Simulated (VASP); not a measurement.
# Te6Mo3H (a cell with a defect) in VASP: notebook

The runs below take Te6Mo3H (a cell with a defect) through single point, with PBEsol+D3(BJ).

Everything below comes from runs of VASP 6.6.1. Logs are shortened: lines on timing, memory, paths and dates and some standing lists are left out, and cuts for length are marked.

## (1) The cell of the first run

The cell holds a defect, 10 atoms: a = 3.433 Å, b = 3.433 Å, c = 20.770 Å, α = 90.00°, β = 90.00°, γ = 120.00°.

## (2) Single point, PBEsol+D3(BJ)

INCAR

```
  ALGO = Normal
  EDIFF = 1E-6
  ENCUT = 400
  GGA = PS
  GGA_COMPAT = F
  ISIF = 2
  ISMEAR = 0
  IVDW = 12
  LASPH = T
  LCHARG = F
  LREAL = F
  LWAVE = F
  NBANDS = 50
  NELM = 120
  PREC = Accurate
  SIGMA = 0.05
```

KPOINTS

```
k-points
0
Gamma
  9 9 2
```

POSCAR

```
Te6Mo3H
1.0
    3.4334342720      0.0000000000      0.0000000000
   -1.7167171360      2.9734413017      0.0000000000
    0.0000000000      0.0000000000     20.7704294686
Te Mo H
6 3 1
Direct
    0.0000000000      0.0000000000      0.9125759363
    0.3333333333      0.6666666667      0.5917818730
    0.3333333333      0.6666666667      0.2333053354
    0.3333333333      0.6666666667      0.7666946646
    0.3333333333      0.6666666667      0.4082181270
    0.0000000000      0.0000000000      0.0874240637
    0.0000000000      0.0000000000      0.6791511892
    0.0000000000      0.0000000000      0.3208488108
    0.3333333333      0.6666666667      0.0000000000
   -0.2189764967     -0.4428215817      0.6690103014
```

Potentials or basis: VASP PAW PBE potentials, release 64 (Te, Mo_sv, H).

Command:

```
cat potpaw_PBE.64/Te/POTCAR potpaw_PBE.64/Mo_sv/POTCAR potpaw_PBE.64/H/POTCAR > POTCAR
mpirun -np 1 vasp_std > vasp.out
```

OUTCAR:

```text
EDIFF = 1E-6
   ENCUT = 400
   GGA = PS
   ISIF = 2
   ISMEAR = 0
   IVDW = 12
   LASPH = T
   LREAL = F
   NELM = 120
   PREC = Accurate
 IVDW          = 12

 ion  position               nearest neighbor table
   1  0.000  0.000  0.913-   9 2.69   9 2.69   9 2.69   4 3.62   4 3.62   4 3.62   6 3.63
   2  0.333  0.667  0.592-   7 2.69   7 2.69   7 2.69   4 3.63
   3  0.333  0.667  0.233-   8 2.69   8 2.69   8 2.69   6 3.62   6 3.62   6 3.62   5 3.63
   4  0.333  0.667  0.767-   7 2.69   7 2.69   7 2.69   1 3.62   1 3.62   1 3.62   2 3.63
   5  0.333  0.667  0.408-   8 2.69   8 2.69   8 2.69   3 3.63
   6  0.000  0.000  0.087-   9 2.69   9 2.69   9 2.69   3 3.62   3 3.62   3 3.62   1 3.63
   7  0.000  0.000  0.679-  10 1.33   2 2.69   2 2.69   2 2.69   4 2.69   4 2.69   4 2.69
   8  0.000  0.000  0.321-   5 2.69   5 2.69   5 2.69   3 2.69   3 2.69   3 2.69
   9  0.333  0.667  0.000-   1 2.69   6 2.69   1 2.69   6 2.69   1 2.69   6 2.69
  10  0.781  0.557  0.669-   7 1.33

  LATTYP: Found a hexagonal cell.
 ALAT       =     3.4334342720
 C/A-ratio  =     6.0494617992

  Lattice vectors:

 A1 = (   3.4334342720,   0.0000000000,   0.0000000000)
 A2 = (  -1.7167171360,   2.9734413017,   0.0000000000)
 A3 = (   0.0000000000,   0.0000000000,  20.7704294686)

Analysis of symmetry for initial positions (statically):
=====================================================================
 Subroutine PRICEL returns:
 Original cell was already a primitive cell.

 Routine SETGRP: Setting up the symmetry group for a
 hexagonal supercell.

 Subroutine GETGRP returns: Found  1 space group operations
 (whereof  1 operations were pure point group operations)
 out of a pool of 24 trial point group operations.

The static configuration has the point symmetry C_1 .

Analysis of symmetry for dynamics (positions and initial velocities):
=====================================================================
 Subroutine PRICEL returns:
 Original cell was already a primitive cell.

 Routine SETGRP: Setting up the symmetry group for a
 hexagonal supercell.

 Subroutine GETGRP returns: Found  1 space group operations
 (whereof  1 operations were pure point group operations)
 out of a pool of 24 trial point group operations.

The dynamic configuration has the point symmetry C_1 .

 Subroutine INISYM returns: Found  1 space group operations
 (whereof  1 operations are pure point group operations),
 and found     1 'primitive' translations

----------------------------------------------------------------------------------------

                                     Primitive cell

  volume of cell :     212.0477

  direct lattice vectors                    reciprocal lattice vectors
     3.433434272  0.000000000  0.000000000     0.291253573  0.168155329  0.000000000
    -1.716717136  2.973441302  0.000000000     0.000000000  0.336310658  0.000000000
     0.000000000  0.000000000 20.770429469     0.000000000  0.000000000  0.048145369

  length of vectors
     3.433434272  3.433434272 20.770429469     0.336310658  0.336310658  0.048145369

  position of ions in fractional coordinates (direct lattice)
     0.000000000  0.000000000  0.912575936
     0.333333333  0.666666667  0.591781873
     0.333333333  0.666666667  0.233305335
     0.333333333  0.666666667  0.766694665
     0.333333333  0.666666667  0.408218127
     0.000000000  0.000000000  0.087424064
     0.000000000  0.000000000  0.679151189
     0.000000000  0.000000000  0.320848811
     0.333333333  0.666666667  0.000000000
     0.781023503  0.557178418  0.669010301

  ion indices of the primitive-cell ions
   primitive index   ion index
                 1           1
                 2           2
                 3           3
                 4           4
                 5           5
                 6           6
                 7           7
                 8           8
                 9           9
                10          10

----------------------------------------------------------------------------------------

 KPOINTS: k-points

Automatic generation of k-mesh.
 Grid dimensions read from file:
 generate k-points for:    9    9    2

 Generating k-lattice:

  Cartesian coordinates                     Fractional coordinates (reciprocal lattice)
     0.032361508  0.018683925  0.000000000     0.111111111  0.000000000  0.000000000
     0.000000000  0.037367851  0.000000000     0.000000000  0.111111111  0.000000000
     0.000000000  0.000000000  0.024072685     0.000000000  0.000000000  0.500000000

  Length of vectors
     0.037367851  0.037367851  0.024072685

  Shift w.r.t. Gamma in fractional coordinates (k-lattice)
     0.000000000  0.000000000  0.000000000

 Subroutine IBZKPT returns following result:
 ===========================================

 Found     82 irreducible k-points:

 Following reciprocal coordinates:
            Coordinates               Weight
  0.000000  0.000000  0.000000      1.000000
  0.111111  0.000000  0.000000      2.000000
  0.000000  0.111111  0.000000      2.000000
 -0.111111  0.111111  0.000000      2.000000
  0.222222  0.000000  0.000000      2.000000
  0.000000  0.222222  0.000000      2.000000
[... 16 lines left out ...]
  0.333333  0.111111  0.000000      2.000000
 -0.111111  0.444444  0.000000      2.000000
 [... further k-points ...]
   k-points           NKPTS =     82   k-points in BZ     NKDIM =     82   number of bands    NBANDS=     50
   number of dos      NEDOS =    301   number of ions     NIONS =     10
   total plane-waves  NPLWV =  80640
   dimension x,y,z NGX =    24 NGY =   24 NGZ =  140
   dimension x,y,z NGXF=    48 NGYF=   48 NGZF=  280
   ions per type =               6   3   1
   NGX,Y,Z   is equivalent  to a cutoff of  11.62, 11.62, 11.21 a.u.
   NGXF,Y,Z  is equivalent  to a cutoff of  23.24, 23.24, 22.41 a.u.
 SYSTEM =  unknown system
   PREC   = accura    normal or accurate (medium, high low for compatibility)
   ISTART =      0    job   : 0-new  1-cont  2-samecut
   ICHARG =      2    charge: 1-file 2-atom 10-const
   ISPIN  =      1    spin polarized calculation?
   LNONCOLLINEAR =      F non collinear calculations
   LSORBIT =      F    spin-orbit coupling
   LASPH  =      T    aspherical Exc in radial PAW
   ENCUT  =  400.0 eV  29.40 Ry    5.42 a.u.   5.60  5.60 33.87*2*pi/ulx,y,z
   NELM   =    120;   NELMIN=  2; NELMDL= -5     # of ELM steps
   EDIFF  = 0.1E-05   stopping-criterion for ELM
   LREAL  =      F    real-space projection
   EDIFFG = 0.1E-04   stopping-criterion for IOM
   NSW    =      0    number of steps for IOM
   IBRION =     -1    ionic relax: 0-MD 1-quasi-New 2-CG
   NFREE  =      0    steps in history (QN), initial steepest desc. (CG)
   ISIF   =      2    stress and relaxation
   ISYM   =      2    0-nonsym 1-usesym 2-fastsym
   POTIM  = 0.5000    time-step for ionic-motion
   TEBEG  =    0.0;   TEEND  =   0.0 temperature during run
   PSTRESS=    0.0 pullay stress
   NELECT =      79.0000    total number of electrons
   NUPDOWN=      -1.0000    fix difference up-down
   EMIN   =  10.00;   EMAX   =-10.00  energy-range for DOS
   EFERMI =   0.00;   METHOD = LEGACY
   ISMEAR =     0;   SIGMA  =   0.05  broadening in eV -4-tet -1-fermi 0-gaus
   EFERMI_NEDOS =   21; number of points for ismear=-14 and -15
   IALGO  =     38    algorithm
   IMIX   =      4    mixing-type and parameters
     AMIX     =   0.40;   BMIX     =  1.00
     AMIX_MAG =   1.60;   BMIX_MAG =  1.00
  volume/ion in A,a.u.               =      21.20       143.10
  Fermi-wavevector in a.u.,A,eV,Ry     =   1.177984  2.226067 18.880069  1.387646
  Thomas-Fermi vector in A             =   2.314321
   LORBIT       =      0    0 simple, 1 ext, 2 COOP (PROOUT), +10 PAW based schemes
   GGA     = PS    functional components
   LHFCALC =     F    Hartree Fock is set to
   AEXX    =    0.0000 exact exchange contribution
   IVDW    =    12    specifies the selected vdW correction
   LEPSILON=     F    determine dielectric tensor
   LRPA    =     F    only Hartree local field effects (RPA)
 non-spin polarized calculation
 Gauss-broadening in eV      SIGMA  =   0.05
  energy-cutoff  :      400.00
  volume of cell :      212.05
 maximum number of plane-waves:      3908
   NGX = 11   NGY = 11   NGZ = 67

 number of electron      78.9999990 magnetization

 Free energy of the ion-electron system (eV)
  ---------------------------------------------------
  ext. energy  EPLUGINS =         0.00000000
  ---------------------------------------------------
  free energy    TOTEN  =       -59.74529110 eV

  energy without entropy =      -59.74292428  energy(sigma->0) =      -59.74410769

 E-fermi :   9.4198     XC(G=0): -10.8949

 val. band max:        9.4073357879   @ k =  -0.4444   0.2222   0.5000
 cond. band min:       9.4623319687   @ k =   0.0000   0.2222   0.0000
 fundamental gap:      0.0549961808
 Fermi energy:         9.4198387297

 k-point     1 :       0.0000    0.0000    0.0000
  band No.  band energies     occupation
      1     -51.7208      2.00000
      2     -51.7004      2.00000
      3     -51.5960      2.00000
      4     -26.1499      2.00000
      5     -25.9757      2.00000
      6     -25.9513      2.00000
[... 42 lines left out ...]
     49      12.4862      0.00000
     50      12.6080      0.00000

 k-point     2 :       0.1111    0.0000    0.0000
  band No.  band energies     occupation
      1     -51.7192      2.00000
      2     -51.6987      2.00000
      3     -51.5941      2.00000
      4     -26.1605      2.00000
      5     -25.9712      2.00000
      6     -25.9467      2.00000
[... 1158 lines left out ...]
 k-point    24 :      -0.1111    0.4444    0.0000
  band No.  band energies     occupation
      1     -51.7079      2.00000
      2     -51.6875      2.00000
      3     -51.5801      2.00000
      4     -26.3334      2.00000
      5     -25.9400      2.00000
      6     -25.9200      2.00000
[... 42 lines left out ...]
     49      12.0318      0.00000
     50      12.1207      0.00000

 [... further k-points ...]

------------------------ aborting loop because EDIFF is reached ----------------------------------------

 Edisp (eV)   -5.03674

 E8    (eV) :    -3.4276

  FORCE on cell =-STRESS in cart. coord.  units (eV):
  Direction    XX          YY          ZZ          XY          YZ          ZX
  --------------------------------------------------------------------------------------
  -------------------------------------------------------------------------------------
  Total       2.17292    15.25622     3.33270    -0.10276     1.64452    -0.02490
  in kB      16.41799   115.27205    25.18100    -0.77644    12.42555    -0.18817
  external pressure =       52.29 kB  Pullay stress =        0.00 kB

 VOLUME and BASIS-vectors are now :
 -----------------------------------------------------------------------------
  energy-cutoff  :      400.00
  volume of cell :      212.05
      direct lattice vectors                 reciprocal lattice vectors
     3.433434272  0.000000000  0.000000000     0.291253573  0.168155329  0.000000000
    -1.716717136  2.973441302  0.000000000     0.000000000  0.336310658  0.000000000
     0.000000000  0.000000000 20.770429469     0.000000000  0.000000000  0.048145369

 POSITION                                       TOTAL-FORCE (eV/Angst)
 -----------------------------------------------------------------------------------
      0.00000      0.00000     18.95459         0.000178     -0.011526     -0.048103
     -0.00000      1.98229     12.29156         0.008100      0.479064     -0.965484
     -0.00000      1.98229      4.84585        -0.000040      0.000017     -0.039275
     -0.00000      1.98229     15.92458         0.000167      0.289531      0.973136
     -0.00000      1.98229      8.47887        -0.000005     -0.001998      0.050451
      0.00000      0.00000      1.81584         0.000052     -0.001579      0.030234
      0.00000      0.00000     14.10626        -0.069891      8.981572      0.731783
      0.00000      0.00000      6.66417        -0.000011     -0.000981      0.013166
     -0.00000      1.98229      0.00000         0.000146     -0.003783      0.007940
      1.72508      1.65674     13.89563         0.061304     -9.730317     -0.753848
 -----------------------------------------------------------------------------------
    total drift:                                0.000054      0.000158      0.000132

  FREE ENERGIE OF THE ION-ELECTRON SYSTEM (eV)
  ---------------------------------------------------
  free  energy   TOTEN  =       -64.7820301360 eV

  energy  without entropy=      -64.7796633171  energy(sigma->0) =      -64.78084673
```

It took 23 min on 1 thread of Oxide Virtual Turin-like, shared host; peak memory 0.56 GiB.

Results:

| Property | Result |
| --- | --- |
| Free energy | -64.7820 eV |
| Pressure | 5.2 GPa |
| Largest force | 9.760 eV/Å |
| Band gap on the k mesh | zero (an odd number of electrons rules out a gap without spin polarisation) |
| Dispersion energy per atom | -0.504 eV |

Forces in eV/Å, atoms in the order of the input:
```
Te   0.000 -0.012 -0.048
Te   0.008  0.479 -0.965
Te   0.000  0.000 -0.039
Te   0.000  0.290  0.973
Te   0.000 -0.002  0.050
Te   0.000 -0.002  0.030
Mo  -0.070  8.982  0.732
Mo   0.000 -0.001  0.013
Mo   0.000 -0.004  0.008
H    0.061 -9.730 -0.754
```

Caveat: the PAW data sets were made with another functional, which shifts forces and pressure a little; spin-orbit coupling is left out, which moves the levels of the heavy elements; an odd number of electrons without spin polarisation forces a metal; a magnetic or distorted state may lie lower.

## (3) Single point, PBEsol+D3(BJ)

INCAR

```
PREC = Accurate
ENCUT = 400
EDIFF = 1E-6
ISMEAR = 0
SIGMA = 0.05
LREAL = F
LASPH = T
NELM = 120
ALGO = Normal
ISIF = 2
LWAVE = F
LCHARG = F
GGA = PS
IVDW = 12
NBANDS = 50
GGA_COMPAT = F
```

KPOINTS

```
Automatic mesh
0
Gamma
  9 9 2
```

POSCAR: that of step 2 with these lines changed.

```diff
@@ -17,2 +17,2 @@
     0.3333333333      0.6666666667      0.0000000000
-   -0.2189764967     -0.4428215817      0.6690103014
+    0.2810235033      0.1405117517      0.1690103014
```

Potentials or basis: VASP PAW PBE potentials, release 64 (Te, Mo_sv, H).

Command:

```
cat potpaw_PBE.64/Te/POTCAR potpaw_PBE.64/Mo_sv/POTCAR potpaw_PBE.64/H/POTCAR > POTCAR
mpirun -np 1 vasp_std > vasp.out
```

OUTCAR:

```text
PREC = Accurate
   ENCUT = 400
   EDIFF = 1E-6
   ISMEAR = 0
   LREAL = F
   LASPH = T
   NELM = 120
   ISIF = 2
   GGA = PS
   IVDW = 12
 IVDW          = 12

 ion  position               nearest neighbor table
   1  0.000  0.000  0.913-   9 2.69   9 2.69   9 2.69   4 3.62   4 3.62   4 3.62   6 3.63
   2  0.333  0.667  0.592-   7 2.69   7 2.69   7 2.69   4 3.63
   3  0.333  0.667  0.233-  10 2.18  10 2.18   8 2.69   8 2.69   8 2.69   6 3.62   6 3.62   6 3.62
                             5 3.63
   4  0.333  0.667  0.767-   7 2.69   7 2.69   7 2.69   1 3.62   1 3.62   1 3.62   2 3.63
   5  0.333  0.667  0.408-   8 2.69   8 2.69   8 2.69   3 3.63
[... 1500 lines left out ...]
  external pressure =        8.89 kB  Pullay stress =        0.00 kB

 VOLUME and BASIS-vectors are now :
 -----------------------------------------------------------------------------
  energy-cutoff  :      400.00
  volume of cell :      212.05
      direct lattice vectors                 reciprocal lattice vectors
     3.433434272  0.000000000  0.000000000     0.291253573  0.168155329  0.000000000
    -1.716717136  2.973441302  0.000000000     0.000000000  0.336310658  0.000000000
     0.000000000  0.000000000 20.770429469     0.000000000  0.000000000  0.048145369

 POSITION                                       TOTAL-FORCE (eV/Angst)
 -----------------------------------------------------------------------------------
      0.00000      0.00000     18.95459        -0.042183     -0.024354     -0.171130
     -0.00000      1.98229     12.29156         0.001214      0.000701     -0.058028
     -0.00000      1.98229      4.84585         0.098801      0.057043      0.224273
     -0.00000      1.98229     15.92458         0.003603      0.002080      0.036433
     -0.00000      1.98229      8.47887        -0.031537     -0.018208      0.151904
      0.00000      0.00000      1.81584        -0.221422     -0.127838     -0.509002
      0.00000      0.00000     14.10626        -0.000895     -0.000517      0.025695
      0.00000      0.00000      6.66417        -0.131070     -0.075673      0.170099
     -0.00000      1.98229      0.00000        -0.191240     -0.110412      0.250236
      0.72366      0.41780      3.51042         0.514728      0.297178     -0.120479
 -----------------------------------------------------------------------------------
    total drift:                               -0.000023     -0.000014      0.000315

  FREE ENERGIE OF THE ION-ELECTRON SYSTEM (eV)
  ---------------------------------------------------
  free  energy   TOTEN  =       -65.5072659303 eV

  energy  without entropy=      -65.5051342614  energy(sigma->0) =      -65.50620010
```

Run time: 18 min. Hardware: 1 thread of Oxide Virtual Turin-like, shared host; peak memory 0.43 GiB.

What came out:

```
Free energy                : -65.5073 eV
Pressure                   : 0.9 GPa
Largest force              : 0.606 eV/Å
Band gap on the k mesh     : zero (an odd number of electrons rules out a gap without spin polarisation)
Dispersion energy per atom : -0.504 eV
```

Forces on the atoms (eV/Å):
```
Te  -0.042 -0.024 -0.171
Te   0.001  0.001 -0.058
Te   0.099  0.057  0.224
Te   0.004  0.002  0.036
Te  -0.032 -0.018  0.152
Te  -0.221 -0.128 -0.509
Mo  -0.001 -0.001  0.026
Mo  -0.131 -0.076  0.170
Mo  -0.191 -0.110  0.250
H    0.515  0.297 -0.120
```

Stress tensor (GPa, compression positive):
```
0.60 0.09 0.61
0.09 0.49 0.35
0.61 0.35 1.59
```

Levels at points of the mesh, in eV from the Fermi level:
| k point | band 37 | band 38 | band 39 | band 40 | band 41 | band 42 |
| --- | --- | --- | --- | --- | --- | --- |
| (0.00, 0.00, 0.00) | -1.20 | -0.75 | -0.40 | 1.28 | 2.10 | 2.51 |
| (0.00, 0.00, 0.50) | -1.12 | -0.76 | -0.40 | 1.29 | 2.10 | 2.51 |

Caveat: the PAW data sets were made with another functional, which shifts forces and pressure a little; spin-orbit coupling is left out, which moves the levels of the heavy elements; an odd number of electrons without spin polarisation forces a metal; a magnetic or distorted state may lie lower.

(Continued in part 2 of 3.)

The gap in the log of VASP goes by the Fermi energy; the results here count the filled bands.